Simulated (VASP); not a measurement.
# In3Se (Pm-3m) in VASP: single point with PBEsol

Aim: the single point of In3Se with PBEsol.

Everything below comes from runs of VASP 6.6.1. Logs are shortened: lines on timing, memory, paths and dates and some standing lists are left out, and cuts for length are marked.

## 1. The cell of the first run

It takes space group Pm-3m (No. 221, cubic). The conventional cell has a = 4.668 Å, b = 4.668 Å, c = 4.668 Å, α = 90.00°, β = 90.00°, γ = 90.00°. Within 4.3 Å of In (site symmetry 4/mmm) lie 8 In at 3.30 Å and 4 Se at 3.30 Å. Se (site symmetry m-3m) has 12 In at 3.30 Å within 4.3 Å.

## 2. Single point, PBEsol

INCAR

```
SYSTEM = In3Se
PREC = Accurate
ENCUT = 520
EDIFF = 1E-6
ISMEAR = 0
SIGMA = 0.15
LREAL = .FALSE.
LASPH = .TRUE.
NELM = 60
ALGO = Normal
ISIF = 2
LWAVE = .FALSE.
LCHARG = .FALSE.
GGA = PS
NBANDS = 30
```

KPOINTS

```
Automatic mesh
0
G
  8 8 8
  0 0 0
```

POSCAR

```
In3Se
1.0
    4.6684208680      0.0000000000      0.0000000000
    0.0000000000      4.6684208680      0.0000000000
    0.0000000000      0.0000000000      4.6684208680
In Se
3 1
Direct
    0.0000000000      0.5000000000      0.5000000000
    0.5000000000      0.0000000000      0.5000000000
    0.5000000000      0.5000000000      0.0000000000
    0.0000000000      0.0000000000      0.0000000000
```

Potentials or basis: VASP PAW PBE potentials, release 64 (In_d, Se).

The run is started by

```
cat potpaw_PBE.64/In_d/POTCAR potpaw_PBE.64/Se/POTCAR > POTCAR
mpirun -np 1 vasp_std > vasp.out
```

OUTCAR:

```text
SYSTEM = In3Se
   PREC = Accurate
   ENCUT = 520
   EDIFF = 1E-6
   ISMEAR = 0
   LREAL = .FALSE.
   LASPH = .TRUE.
   NELM = 60
   ISIF = 2
   GGA = PS

 ion  position               nearest neighbor table
   1  0.000  0.500  0.500-   2 3.30   3 3.30   4 3.30   3 3.30   4 3.30   2 3.30   4 3.30   4 3.30
                             2 3.30   3 3.30   3 3.30   2 3.30
   2  0.500  0.000  0.500-   1 3.30   3 3.30   4 3.30   3 3.30   4 3.30   1 3.30   3 3.30   3 3.30
                             1 3.30   4 3.30   4 3.30   1 3.30
   3  0.500  0.500  0.000-   1 3.30   2 3.30   4 3.30   1 3.30   2 3.30   2 3.30   4 3.30   2 3.30
                             1 3.30   4 3.30   1 3.30   4 3.30
   4  0.000  0.000  0.000-   1 3.30   2 3.30   3 3.30   1 3.30   2 3.30   1 3.30   3 3.30   1 3.30
                             2 3.30   3 3.30   2 3.30   3 3.30

  LATTYP: Found a simple cubic cell.
 ALAT       =     4.6684208680

  Lattice vectors:

 A1 = (   4.6684208680,   0.0000000000,   0.0000000000)
 A2 = (   0.0000000000,   4.6684208680,   0.0000000000)
 A3 = (   0.0000000000,   0.0000000000,   4.6684208680)

Analysis of symmetry for initial positions (statically):
=====================================================================
 Subroutine PRICEL returns:
 Original cell was already a primitive cell.

 Routine SETGRP: Setting up the symmetry group for a
 simple cubic supercell.

 Subroutine GETGRP returns: Found 48 space group operations
 (whereof 48 operations were pure point group operations)
 out of a pool of 48 trial point group operations.

The static configuration has the point symmetry O_h .

Analysis of symmetry for dynamics (positions and initial velocities):
=====================================================================
 Subroutine PRICEL returns:
 Original cell was already a primitive cell.

 Routine SETGRP: Setting up the symmetry group for a
 simple cubic supercell.

 Subroutine GETGRP returns: Found 48 space group operations
 (whereof 48 operations were pure point group operations)
 out of a pool of 48 trial point group operations.

The dynamic configuration has the point symmetry O_h .

 Subroutine INISYM returns: Found 48 space group operations
 (whereof 48 operations are pure point group operations),
 and found     1 'primitive' translations

----------------------------------------------------------------------------------------

                                     Primitive cell

  volume of cell :     101.7443
[... 88 lines left out ...]
   LNONCOLLINEAR =      F non collinear calculations
   LSORBIT =      F    spin-orbit coupling
   LASPH  =      T    aspherical Exc in radial PAW
   ENCUT  =  520.0 eV  38.22 Ry    6.18 a.u.   8.68  8.68  8.68*2*pi/ulx,y,z
   NELM   =     60;   NELMIN=  2; NELMDL= -5     # of ELM steps
   EDIFF  = 0.1E-05   stopping-criterion for ELM
   LREAL  =      F    real-space projection
   EDIFFG = 0.1E-04   stopping-criterion for IOM
   NSW    =      0    number of steps for IOM
   IBRION =     -1    ionic relax: 0-MD 1-quasi-New 2-CG
   NFREE  =      0    steps in history (QN), initial steepest desc. (CG)
   ISIF   =      2    stress and relaxation
   ISYM   =      2    0-nonsym 1-usesym 2-fastsym
   POTIM  = 0.5000    time-step for ionic-motion
   TEBEG  =    0.0;   TEEND  =   0.0 temperature during run
   PSTRESS=    0.0 pullay stress
   NELECT =      45.0000    total number of electrons
   NUPDOWN=      -1.0000    fix difference up-down
   EMIN   =  10.00;   EMAX   =-10.00  energy-range for DOS
   EFERMI =   0.00;   METHOD = LEGACY
   ISMEAR =     0;   SIGMA  =   0.15  broadening in eV -4-tet -1-fermi 0-gaus
   EFERMI_NEDOS =   21; number of points for ismear=-14 and -15
   IALGO  =     38    algorithm
   IMIX   =      4    mixing-type and parameters
     AMIX     =   0.40;   BMIX     =  1.00
     AMIX_MAG =   1.60;   BMIX_MAG =  1.00
  volume/ion in A,a.u.               =      25.44       171.65
  Fermi-wavevector in a.u.,A,eV,Ry     =   1.247314  2.357081 21.167826  1.555791
  Thomas-Fermi vector in A             =   2.381451
   LORBIT       =      0    0 simple, 1 ext, 2 COOP (PROOUT), +10 PAW based schemes
   GGA     = PS    functional components
   LHFCALC =     F    Hartree Fock is set to
   AEXX    =    0.0000 exact exchange contribution
   IVDW    =     0    specifies the selected vdW correction
   LEPSILON=     F    determine dielectric tensor
   LRPA    =     F    only Hartree local field effects (RPA)
 non-spin polarized calculation
 Gauss-broadening in eV      SIGMA  =   0.15
  energy-cutoff  :      520.00
  volume of cell :      101.74
 maximum number of plane-waves:      2800
 NGX is ok and might be reduce to    36
   NGX = 17   NGY = 17   NGZ = 17

 number of electron      44.9999976 magnetization

 Free energy of the ion-electron system (eV)
  ---------------------------------------------------
  ext. energy  EPLUGINS =         0.00000000
  ---------------------------------------------------
  free energy    TOTEN  =       -13.24947215 eV

  energy without entropy =      -13.23139376  energy(sigma->0) =      -13.24043295

 E-fermi :   6.6818     XC(G=0): -10.2996

 val. band max:        6.6610800225   @ k =   0.5000   0.5000   0.1250
 cond. band min:       6.7297594265   @ k =   0.5000   0.5000   0.1250
 fundamental gap:      0.0686794040
 Fermi energy:         6.6817873836

 k-point     1 :       0.0000    0.0000    0.0000
  band No.  band energies     occupation
      1      -8.1012      2.00000
      2      -8.0693      2.00000
      3      -8.0693      2.00000
      4      -8.0693      2.00000
      5      -7.9220      2.00000
      6      -7.9220      2.00000
[... 781 lines left out ...]
     29      11.9888      0.00000
     30      14.0351      0.00000

 [... further k-points ...]
[... 5 lines left out ...]
  --------------------------------------------------------------------------------------
  -------------------------------------------------------------------------------------
  Total       -0.0091891     -0.0091891     -0.0091891     -0.0000000     -0.0000000      0.0000000
  in kB       -0.1447017     -0.1447017     -0.1447017     -0.0000000     -0.0000000      0.0000000
  external PRESSURE =      -0.1447017 kB  Pullay stress =       0.0000000 kB

 VOLUME and BASIS-vectors are now :
 -----------------------------------------------------------------------------
  energy-cutoff  :      520.00
  volume of cell :      101.74
      direct lattice vectors                 reciprocal lattice vectors
     4.668420868  0.000000000  0.000000000     0.214205194  0.000000000  0.000000000
     0.000000000  4.668420868  0.000000000     0.000000000  0.214205194  0.000000000
     0.000000000  0.000000000  4.668420868     0.000000000  0.000000000  0.214205194

 POSITION                                       TOTAL-FORCE (eV/Angst)
 -----------------------------------------------------------------------------------
      0.00000      2.33421      2.33421         0.000000      0.000000      0.000000
      2.33421      0.00000      2.33421         0.000000      0.000000      0.000000
      2.33421      2.33421      0.00000         0.000000      0.000000      0.000000
      0.00000      0.00000      0.00000         0.000000      0.000000      0.000000
 -----------------------------------------------------------------------------------
    total drift:                                0.000000      0.000000      0.000000

  FREE ENERGIE OF THE ION-ELECTRON SYSTEM (eV)
  ---------------------------------------------------
  free  energy   TOTEN  =       -13.2494721511 eV

  energy  without entropy=      -13.2313937588  energy(sigma->0) =      -13.24043295
```

stdout:

```text
POSCAR found type information on POSCAR InSe
 POSCAR found :  2 types and       4 ions
 scaLAPACK will be used
 -----------------------------------------------------------------------------
|                                                                             |
|                                                                             |
|     You enforced a specific xc type in the INCAR file but a different       |
|     I HOPE YOU KNOW WHAT YOU ARE DOING!                                     |
|                                                                             |
 -----------------------------------------------------------------------------

 LDA part: xc-table for (Slater+PW92), standard interpolation
 POSCAR, INCAR and KPOINTS ok, starting setup
 FFT: planning ... GRIDC
 FFT: planning ... GRID_SOFT
 FFT: planning ... GRID
 WAVECAR not read
 entering main loop
```

Run time: 2 min. Hardware: 1 thread of AMD EPYC 7R43 (Zen 3), shared host; peak memory 0.22 GiB.

Results:

```yaml
Free_energy: -13.2495 eV
Pressure: 0.0 GPa
```

Caveat: the PAW data sets were made with another functional, which shifts forces and pressure a little; spin-orbit coupling is left out, which moves the levels of the heavy elements.
